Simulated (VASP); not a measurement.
# Li2SiN3 (P6/mmm) in VASP: notebook, part 2 of 2

VASP 6.6.1.

### 3 Relaxation of cell and atoms, PBE

This run uses another cell than the first one, of 7.67 Å³/atom.

File INCAR:

```
PREC = Accurate ; ENCUT = 600
EDIFF = 1E-6 ; ISMEAR = 0
SIGMA = 0.1 ; LREAL = F
LASPH = T ; NELM = 60
ALGO = Normal ; ISIF = 3
LWAVE = F ; LCHARG = F
GGA = PE ; IBRION = 2
NSW = 100 ; EDIFFG = -0.01
```

File KPOINTS:

```
Automatic mesh
0
Gamma
  12 12 10
```

File POSCAR:

```
Li2SiN3
1.0
    3.7362580667      0.0000000000      0.0000000000
   -1.8681290334      3.2356944009      0.0000000000
    0.0000000000      0.0000000000      3.8085975982
Li Si N
2 1 3
Direct
    0.3333333333      0.6666666667      0.0000000000
    0.6666666667      0.3333333333      0.0000000000
    0.0000000000      0.0000000000      0.5000000000
    0.3333333333      0.6666666667      0.5000000000
    0.6666666667      0.3333333333      0.5000000000
    0.0000000000      0.0000000000      0.0000000000
```

Potentials or basis: VASP PAW PBE potentials, release 64 (Li_sv, Si, N).

Run with:

```
cat potpaw_PBE.64/Li_sv/POTCAR potpaw_PBE.64/Si/POTCAR potpaw_PBE.64/N/POTCAR > POTCAR
mpirun -np 1 vasp_std > vasp.out
```

OUTCAR:

```text
PREC = Accurate
   ENCUT = 600
   EDIFF = 1E-6
   ISMEAR = 0
   LREAL = F
   LASPH = T
   NELM = 60
   ISIF = 3
   GGA = PE
   IBRION = 2
   NSW = 100
   EDIFFG = -0.01

 ion  position               nearest neighbor table
   1  0.333  0.667  0.000-   4 1.90   4 1.90   2 2.16   6 2.16   2 2.16   6 2.16   6 2.16   2 2.16

   2  0.667  0.333  0.000-   5 1.90   5 1.90   1 2.16   6 2.16   1 2.16   6 2.16   6 2.16   1 2.16

   3  0.000  0.000  0.500-   6 1.90   6 1.90   4 2.16   5 2.16   5 2.16   4 2.16   5 2.16   4 2.16

   4  0.333  0.667  0.500-   1 1.90   1 1.90   3 2.16   3 2.16   3 2.16
   5  0.667  0.333  0.500-   2 1.90   2 1.90   3 2.16   3 2.16   3 2.16
   6  0.000  0.000  0.000-   3 1.90   3 1.90   1 2.16   2 2.16   2 2.16   1 2.16   2 2.16   1 2.16

  LATTYP: Found a hexagonal cell.
 ALAT       =     3.7362580667
 C/A-ratio  =     1.0193614922

  Lattice vectors:

 A1 = (   3.7362580667,   0.0000000000,   0.0000000000)
 A2 = (  -1.8681290334,   3.2356944009,   0.0000000000)
 A3 = (   0.0000000000,   0.0000000000,   3.8085975982)

Analysis of symmetry for initial positions (statically):
=====================================================================
 Subroutine PRICEL returns:
 Original cell was already a primitive cell.

 Routine SETGRP: Setting up the symmetry group for a
 hexagonal supercell.

 Subroutine GETGRP returns: Found 24 space group operations
 (whereof 24 operations were pure point group operations)
 out of a pool of 24 trial point group operations.

The static configuration has the point symmetry D_6h.

Analysis of symmetry for dynamics (positions and initial velocities):
=====================================================================
 Subroutine PRICEL returns:
 Original cell was already a primitive cell.
[... 195 lines left out ...]
 -----------------------------------------------------------------------------------
    total drift:                               -0.000000      0.000000      0.000000

  FREE ENERGIE OF THE ION-ELECTRON SYSTEM (eV)
  ---------------------------------------------------
  free  energy   TOTEN  =       -31.4633036886 eV

  energy  without entropy=      -31.4439987010  energy(sigma->0) =      -31.45365119

--------------------------------------- Ionic step        2  -------------------------------------------

 number of electron      25.0000027 magnetization

 Free energy of the ion-electron system (eV)
  ---------------------------------------------------
  ext. energy  EPLUGINS =         0.00000000
  ---------------------------------------------------
  free energy    TOTEN  =       -31.46334097 eV

  energy without entropy =      -31.44407676  energy(sigma->0) =      -31.45370887

 E-fermi :   6.6858     XC(G=0): -11.6844

 val. band max:        6.6750833207   @ k =   0.1667   0.0000   0.2000
 cond. band min:       6.6864134141   @ k =   0.1667   0.1667   0.4000
 fundamental gap:      0.0113300934
 Fermi energy:         6.6857666425

 k-point     1 :       0.0000    0.0000    0.0000
  band No.  band energies     occupation
      1     -37.6115      2.00000
      2     -37.3268      2.00000
      3     -10.7954      2.00000
      4      -6.1256      2.00000
      5      -3.5548      2.00000
      6      -0.1572      2.00000
[... 433 lines left out ...]
      3      -9.6393      2.00000
      4      -6.9975      2.00000
      5      -5.4654      2.00000
      6       0.0509      2.00000
[... 8 lines left out ...]
     15      11.3088      0.00000
     16      15.0895      0.00000

 [... further k-points ...]

------------------------ aborting loop because EDIFF is reached ----------------------------------------

  FORCE on cell =-STRESS in cart. coord.  units (eV):
  Direction    XX          YY          ZZ          XY          YZ          ZX
  --------------------------------------------------------------------------------------
  -------------------------------------------------------------------------------------
  Total       -0.0150342     -0.0150342      0.0236605      0.0000000     -0.0000000     -0.0000000
  in kB       -0.5237007     -0.5237007      0.8241892      0.0000000     -0.0000000     -0.0000000
  external PRESSURE =      -0.0744041 kB  Pullay stress =       0.0000000 kB

 VOLUME and BASIS-vectors are now :
 -----------------------------------------------------------------------------
  energy-cutoff  :      600.00
  volume of cell :       45.99
      direct lattice vectors                 reciprocal lattice vectors
     3.734384205  0.000000000 -0.000000000     0.267781767  0.154603875  0.000000000
    -1.867192102  3.234071589 -0.000000000    -0.000000000  0.309207750  0.000000000
     0.000000000 -0.000000000  3.808369441     0.000000000  0.000000000  0.262579567

 POSITION                                       TOTAL-FORCE (eV/Angst)
 -----------------------------------------------------------------------------------
     -0.00000      2.15605     -0.00000        -0.000000     -0.000000     -0.000000
      1.86719      1.07802      3.80837         0.000000      0.000000      0.000000
      3.73438      0.00000      1.90418        -0.000000      0.000000     -0.000000
     -0.00000      2.15605      1.90418         0.000000     -0.000000     -0.000000
      1.86719      1.07802      1.90418        -0.000000      0.000000     -0.000000
      3.73438      0.00000     -0.00000        -0.000000     -0.000000     -0.000000
 -----------------------------------------------------------------------------------
    total drift:                               -0.000000      0.000000      0.000000

  FREE ENERGIE OF THE ION-ELECTRON SYSTEM (eV)
  ---------------------------------------------------
  free  energy   TOTEN  =       -31.4633409712 eV

  energy  without entropy=      -31.4440767637  energy(sigma->0) =      -31.45370887

 reached required accuracy - stopping structural energy minimisation
```

CONTCAR:

```text
Li2SiN3
   1.00000000000000
     3.7343842047383093    0.0000000000000289   -0.0000000000000000
    -1.8671921024191045    3.2340715888379106   -0.0000000000000000
     0.0000000000000000   -0.0000000000000000    3.8083694408464370
  Li              Si              N
     2     1     3
Direct
     0.3333333332999970    0.6666666667000030    0.0000000000000000
     0.6666666667000030    0.3333333332999970    1.0000000000000000
     1.0000000000000000    0.0000000000000000    0.5000000000000000
     0.3333333332999970    0.6666666667000030    0.5000000000000000
     0.6666666667000030    0.3333333332999970    0.5000000000000000
     1.0000000000000000    0.0000000000000000    0.0000000000000000

  0.00000000E+00  0.00000000E+00  0.00000000E+00
  0.00000000E+00  0.00000000E+00  0.00000000E+00
  0.00000000E+00  0.00000000E+00  0.00000000E+00
  0.00000000E+00  0.00000000E+00  0.00000000E+00
  0.00000000E+00  0.00000000E+00  0.00000000E+00
  0.00000000E+00  0.00000000E+00  0.00000000E+00
```

Wall time 4.6 min (1 thread of AMD EPYC 7R13, shared host); peak memory 0.2 GiB.

What came out:

```yaml
Free_energy: -31.4633 eV
Relaxed_volume: 7.67 Å³/atom
Relaxed_cell: a = 3.734 Å, b = 3.734 Å, c = 3.808 Å, α = 90.00°, β = 90.00°, γ = 120.00°
Space_group_after_relaxing_to_0.1_Å: P6/mmm (No. 191)
Energy_gained_by_relaxing: 0.0 meV/atom
Ionic_steps: 2
Pressure_after_relaxing: 0.0 GPa
Band_gap_on_the_k_mesh: zero (an odd number of electrons rules out a gap without spin polarisation)
```

Stress tensor (GPa, compression positive):
```
-0.05  0.00  0.00
 0.00 -0.05  0.00
 0.00  0.00  0.08
```

Final structure:
```
Li Si N
1.0
     3.73438    0.00000    0.00000
    -1.86719    3.23407    0.00000
     0.00000    0.00000    3.80837
Li Si N
2 1 3
Direct
  0.33333 0.66667 0.00000
  0.66667 0.33333 0.00000
  0.00000 0.00000 0.50000
  0.33333 0.66667 0.50000
  0.66667 0.33333 0.50000
  0.00000 0.00000 0.00000
```

Caveat: the cutoff is under 1.25 times the usual one of these potentials, so pressure, stress and relaxed cells hold a basis-set (Pulay) error.
